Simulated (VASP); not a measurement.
# Sc3Al (P6_3/mmc) in VASP: further runs

Runs on Sc3Al. Level: PBEsol. Tasks: single point, relaxation of shape and atoms at fixed volume.

All numbers are computed with VASP 6.6.1; they aren't measurements. Logs are shortened: lines on timing, memory, paths and dates and some standing lists are left out, and cuts for length are marked.

## 1. The cell of the first run

It takes space group P6_3/mmc (No. 194, hexagonal). Conventional cell: a = 6.312 Å, b = 6.312 Å, c = 5.080 Å, α = 90.00°, β = 90.00°, γ = 120.00°. Within 4.0 Å of Sc (site symmetry mm2) lie 8 Sc at 3.07 to 3.24 Å and 4 Al at 3.10 to 3.16 Å. Within 4.1 Å of Al (site symmetry -6m2) lie 12 Sc at 3.10 to 3.16 Å.

## 2. Single point, PBEsol

INCAR reads:

```
SYSTEM = Sc3Al
ALGO = Fast
EDIFF = 1E-7
ENCUT = 520
GGA = PS
ISIF = 2
ISMEAR = 0
LASPH = .TRUE.
LCHARG = .FALSE.
LREAL = .FALSE.
LWAVE = .FALSE.
NBANDS = 46
NELM = 80
PREC = Accurate
SIGMA = 0.1
```

KPOINTS reads:

```
k-points
0
G
  6 6 8
  0 0 0
```

POSCAR reads:

```
Sc3Al
1.0
    6.3120115522      0.0000000000      0.0000000000
   -3.1560057761      5.4663623532      0.0000000000
    0.0000000000      0.0000000000      5.0797029800
Sc Al
6 2
Direct
    0.8288030200      0.1711969800      0.7500000000
    0.3423939600      0.1711969800      0.7500000000
    0.8288030200      0.6576060400      0.7500000000
    0.1711969800      0.8288030200      0.2500000000
    0.6576060400      0.8288030200      0.2500000000
    0.1711969800      0.3423939600      0.2500000000
    0.6666666700      0.3333333300      0.2500000000
    0.3333333300      0.6666666700      0.7500000000
```

Potentials or basis: VASP PAW PBE potentials, release 64 (Sc_sv, Al).

The run is started by

```sh
$ cat potpaw_PBE.64/Sc_sv/POTCAR potpaw_PBE.64/Al/POTCAR > POTCAR
$ mpirun -np 1 vasp_std > vasp.out
```

OUTCAR:

```text
SYSTEM = Sc3Al
   EDIFF = 1E-7
   ENCUT = 520
   GGA = PS
   ISIF = 2
   ISMEAR = 0
   LASPH = .TRUE.
   LREAL = .FALSE.
   NELM = 80
   PREC = Accurate

 ion  position               nearest neighbor table
   1  0.829  0.171  0.750-   2 3.07   3 3.07   7 3.10   7 3.10   6 3.15   6 3.15   5 3.15   5 3.15
                             8 3.16   8 3.16   2 3.24   3 3.24
   2  0.342  0.171  0.750-   1 3.07   3 3.07   7 3.10   7 3.10   6 3.15   6 3.15   4 3.15   4 3.15
                             8 3.16   8 3.16   1 3.24   3 3.24
   3  0.829  0.658  0.750-   1 3.07   2 3.07   7 3.10   7 3.10   4 3.15   4 3.15   5 3.15   5 3.15
                             8 3.16   8 3.16   1 3.24   2 3.24
   4  0.171  0.829  0.250-   5 3.07   6 3.07   8 3.10   8 3.10   3 3.15   3 3.15   2 3.15   2 3.15
                             7 3.16   7 3.16   5 3.24   6 3.24
   5  0.658  0.829  0.250-   4 3.07   6 3.07   8 3.10   8 3.10   3 3.15   3 3.15   1 3.15   1 3.15
                             7 3.16   7 3.16   4 3.24   6 3.24
   6  0.171  0.342  0.250-   4 3.07   5 3.07   8 3.10   8 3.10   1 3.15   1 3.15   2 3.15   2 3.15
                             7 3.16   7 3.16   4 3.24   5 3.24
   7  0.667  0.333  0.250-   1 3.10   1 3.10   2 3.10   2 3.10   3 3.10   3 3.10   6 3.16   5 3.16
                             4 3.16   4 3.16   6 3.16   5 3.16
   8  0.333  0.667  0.750-   4 3.10   4 3.10   5 3.10   5 3.10   6 3.10   6 3.10   3 3.16   2 3.16
                             1 3.16   1 3.16   3 3.16   2 3.16

  LATTYP: Found a hexagonal cell.
 ALAT       =     6.3120115522
 C/A-ratio  =     0.8047676938

  Lattice vectors:

 A1 = (   6.3120115522,   0.0000000000,   0.0000000000)
 A2 = (  -3.1560057761,   5.4663623532,   0.0000000000)
 A3 = (   0.0000000000,   0.0000000000,   5.0797029800)

Analysis of symmetry for initial positions (statically):
=====================================================================
 Subroutine PRICEL returns:
 Original cell was already a primitive cell.

 Routine SETGRP: Setting up the symmetry group for a
 hexagonal supercell.

 Subroutine GETGRP returns: Found 24 space group operations
 (whereof 12 operations were pure point group operations)
 out of a pool of 24 trial point group operations.

The static configuration has the point symmetry D_3d.
 The point group associated with its full space group is D_6h.

Analysis of symmetry for dynamics (positions and initial velocities):
=====================================================================
 Subroutine PRICEL returns:
 Original cell was already a primitive cell.

 Routine SETGRP: Setting up the symmetry group for a
 hexagonal supercell.

 Subroutine GETGRP returns: Found 24 space group operations
[... 127 lines left out ...]
   NELECT =      72.0000    total number of electrons
   NUPDOWN=      -1.0000    fix difference up-down
   EMIN   =  10.00;   EMAX   =-10.00  energy-range for DOS
   EFERMI =   0.00;   METHOD = LEGACY
   ISMEAR =     0;   SIGMA  =   0.10  broadening in eV -4-tet -1-fermi 0-gaus
   EFERMI_NEDOS =   21; number of points for ismear=-14 and -15
   IALGO  =     68    algorithm
   IMIX   =      4    mixing-type and parameters
     AMIX     =   0.40;   BMIX     =  1.00
     AMIX_MAG =   1.60;   BMIX_MAG =  1.00
  volume/ion in A,a.u.               =      21.91       147.85
  Fermi-wavevector in a.u.,A,eV,Ry     =   1.216982  2.299763 20.150843  1.481045
  Thomas-Fermi vector in A             =   2.352318
   LORBIT       =      0    0 simple, 1 ext, 2 COOP (PROOUT), +10 PAW based schemes
   GGA     = PS    functional components
   LHFCALC =     F    Hartree Fock is set to
   AEXX    =    0.0000 exact exchange contribution
   IVDW    =     0    specifies the selected vdW correction
   LEPSILON=     F    determine dielectric tensor
   LRPA    =     F    only Hartree local field effects (RPA)
 non-spin polarized calculation
 RMM-DIIS sequential band-by-band and
 Gauss-broadening in eV      SIGMA  =   0.10
  energy-cutoff  :      520.00
  volume of cell :      175.27
 maximum number of plane-waves:      4746
 NGX is ok and might be reduce to    48
   NGX = 23   NGY = 23   NGZ = 19

 number of electron      72.0000006 magnetization

 Free energy of the ion-electron system (eV)
  ---------------------------------------------------
  ext. energy  EPLUGINS =         0.00000000
  ---------------------------------------------------
  free energy    TOTEN  =       -49.97840869 eV

  energy without entropy =      -49.91229588  energy(sigma->0) =      -49.94535229

 E-fermi :   4.5148     XC(G=0): -10.1756

 val. band max:        4.5126647200   @ k =   0.1667   0.1667   0.1250
 cond. band min:       4.5158290533   @ k =   0.1667   0.1667   0.2500
 fundamental gap:      0.0031643333
 Fermi energy:         4.5147689248

 k-point     1 :       0.0000    0.0000    0.0000
  band No.  band energies     occupation
      1     -44.7419      2.00000
      2     -44.6799      2.00000
      3     -44.6774      2.00000
      4     -44.6774      2.00000
      5     -44.6475      2.00000
      6     -44.6475      2.00000
[... 1165 lines left out ...]
     45       6.3650      0.00000
     46       6.4110      0.00000

 [... further k-points ...]

------------------------ aborting loop because EDIFF is reached ----------------------------------------

  FORCE on cell =-STRESS in cart. coord.  units (eV):
  Direction    XX          YY          ZZ          XY          YZ          ZX
  --------------------------------------------------------------------------------------
  -------------------------------------------------------------------------------------
  Total       -2.7832461     -2.7832461     -3.4052878     -0.0000000     -0.0000000      0.0000000
  in kB      -25.4423766    -25.4423766    -31.1286211     -0.0000000     -0.0000000      0.0000000
  external PRESSURE =     -27.3377914 kB  Pullay stress =       0.0000000 kB

 VOLUME and BASIS-vectors are now :
 -----------------------------------------------------------------------------
  energy-cutoff  :      520.00
  volume of cell :      175.27
      direct lattice vectors                 reciprocal lattice vectors
     6.312011552  0.000000000  0.000000000     0.158428100  0.091468506  0.000000000
    -3.156005776  5.466362353  0.000000000     0.000000000  0.182937013  0.000000000
     0.000000000  0.000000000  5.079702980     0.000000000  0.000000000  0.196861904

 POSITION                                       TOTAL-FORCE (eV/Angst)
 -----------------------------------------------------------------------------------
      4.69112      0.93582      3.80978        -0.034200      0.019745      0.000000
      1.62090      0.93582      3.80978         0.034200      0.019745      0.000000
      3.15601      3.59471      3.80978        -0.000000     -0.039491      0.000000
     -1.53511      4.53054      1.26993         0.034200     -0.019745      0.000000
      1.53511      4.53054      1.26993        -0.034200     -0.019745      0.000000
     -0.00000      1.87165      1.26993        -0.000000      0.039491      0.000000
      3.15601      1.82212      1.26993        -0.000000     -0.000000      0.000000
     -0.00000      3.64424      3.80978        -0.000000     -0.000000      0.000000
 -----------------------------------------------------------------------------------
    total drift:                               -0.000033      0.000019     -0.000000

  FREE ENERGIE OF THE ION-ELECTRON SYSTEM (eV)
  ---------------------------------------------------
  free  energy   TOTEN  =       -49.9784086936 eV

  energy  without entropy=      -49.9122958772  energy(sigma->0) =      -49.94535229
```

OSZICAR:

```text
N       E                     dE             d eps       ncg     rms          rms(c)
DAV:   1     0.149253569592E+04    0.14925E+04   -0.31237E+04  3260   0.161E+03
DAV:   2     0.871225034785E+02   -0.14054E+04   -0.13885E+04  4732   0.745E+02
DAV:   3    -0.484202699236E+02   -0.13554E+03   -0.13183E+03  5288   0.314E+02
[... 19 lines left out ...]
RMM:  23    -0.499784080514E+02   -0.38854E-06   -0.42924E-06  2926   0.444E-03    0.823E-04
RMM:  24    -0.499784084068E+02   -0.35543E-06   -0.37684E-06  2838   0.315E-03    0.601E-04
RMM:  25    -0.499784085452E+02   -0.13835E-06   -0.13999E-06  2793   0.229E-03    0.688E-04
RMM:  26    -0.499784086659E+02   -0.12070E-06   -0.12355E-06  2757   0.190E-03    0.670E-04
RMM:  27    -0.499784086936E+02   -0.27676E-07   -0.51257E-07  2723   0.195E-03
   1 F= -.49978409E+02 E0= -.49945352E+02  d E =-.661128E-01
```

stdout:

```text
POSCAR found type information on POSCAR ScAl
 POSCAR found :  2 types and       8 ions
 scaLAPACK will be used
 -----------------------------------------------------------------------------
|                                                                             |
|                                                                             |
|     You enforced a specific xc type in the INCAR file but a different       |
|     I HOPE YOU KNOW WHAT YOU ARE DOING!                                     |
|                                                                             |
 -----------------------------------------------------------------------------

 LDA part: xc-table for (Slater+PW92), standard interpolation
 POSCAR, INCAR and KPOINTS ok, starting setup
 FFT: planning ... GRIDC
 FFT: planning ... GRID_SOFT
 FFT: planning ... GRID
 WAVECAR not read
 entering main loop
```

It took 4 min on 1 thread of Intel Xeon 6975P-C (Granite Rapids), shared host; peak memory 0.42 GiB.

What came out:

- Free energy: -49.9784 eV
- Pressure: -2.7 GPa
- Largest force: 0.039 eV/Å
- Band gap on the k mesh: zero (bands 36 and 37 overlap by 0.62 eV)

Forces on the atoms (eV/Å):
```
Sc  -0.034  0.020  0.000
Sc   0.034  0.020  0.000
Sc   0.000 -0.039  0.000
Sc   0.034 -0.020  0.000
Sc  -0.034 -0.020  0.000
Sc   0.000  0.039  0.000
Al   0.000  0.000  0.000
Al   0.000  0.000  0.000
```

Stress tensor (GPa, compression positive):
```
-2.54  0.00  0.00
 0.00 -2.54  0.00
 0.00  0.00 -3.11
```

Caveat: the PAW data sets were made with another functional, which shifts forces and pressure a little.

(Continued in part 2 of 2.)
